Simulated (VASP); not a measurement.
# Ta: relaxation of cell and atoms with LDA

The system is Ta.

```
CELL_PARAMETERS angstrom
3.30000 0.00000 0.00000
0.00000 3.30000 0.00000
0.00000 0.00000 3.30000
ATOMIC_POSITIONS crystal
Ta 0.00000 0.00000 0.00000
Ta 0.50000 0.50000 0.50000
```

```
Program                : VASP 6.6.1
Task                   : relaxation of cell and atoms
Functional             : LDA
Potentials or basis    : VASP PAW LDA potentials, release 64 (Ta_pv)
Cutoff                 : 500 eV
k mesh                 : 12 × 12 × 12
Occupations            : methfessel-paxton, width 0.05 eV
Spin                   : no spin polarisation
Dipole correction      : no
Further INCAR settings : ALGO = Normal; EDIFF = 1e-07; IBRION = 2; EDIFFG = -0.02; NSW = 80; ISIF = 3
```

```yaml
Relaxed_volume: 17.25 Å³/atom
Relaxed_cell: a = 3.255 Å, b = 3.255 Å, c = 3.255 Å, α = 90.00°, β = 90.00°, γ = 90.00°
Space_group_after_relaxing_to_0.1_Å: Im-3m (No. 229)
Energy_gained_by_relaxing: 19.5 meV/atom
Ionic_steps: 4
Pressure_after_relaxing: 0.0 GPa
Band_gap_on_the_k_mesh: zero (bands 11 and 12 overlap by 3.18 eV)
```

The path:
```csv
step,energy change (eV),largest force (eV/Å),pressure (GPa),volume (Å³)
1,0.0000,0.0000,-8.27,35.94
2,0.2036,0.0000,25.98,31.32
3,-0.0387,0.0000,-0.62,34.58
4,-0.0389,0.0000,-0.05,34.49
```

Final structure:
```
Ta
1.0
     3.25524    0.00000    0.00000
     0.00000    3.25524    0.00000
     0.00000    0.00000    3.25524
Ta
2
Direct
  0.00000 0.00000 0.00000
  0.50000 0.50000 0.50000
```

Levels at points of the mesh, in eV from the Fermi level:
```csv
k point,band 9,band 10,band 11,band 12,band 13,band 14
"(0.00, 0.00, 0.00)",-4.12,0.64,0.64,0.64,4.05,4.05
"(0.50, 0.00, 0.00)",-1.14,-1.14,1.24,1.24,1.24,1.24
"(0.50, 0.50, 0.00)",-1.75,-1.75,1.92,1.92,3.96,3.96
"(0.50, 0.50, 0.50)",-1.26,-1.26,-1.26,-1.26,5.21,5.21
```

Run time: 76 s on 1 thread of Intel(R) Xeon(R) Platinum 8259CL CPU @ 2.50GHz (Skylake/Cascade Lake), with other jobs on the host, peak memory 0.15 GiB.

Caveat: spin-orbit coupling is left out, which moves the levels of the heavy elements.
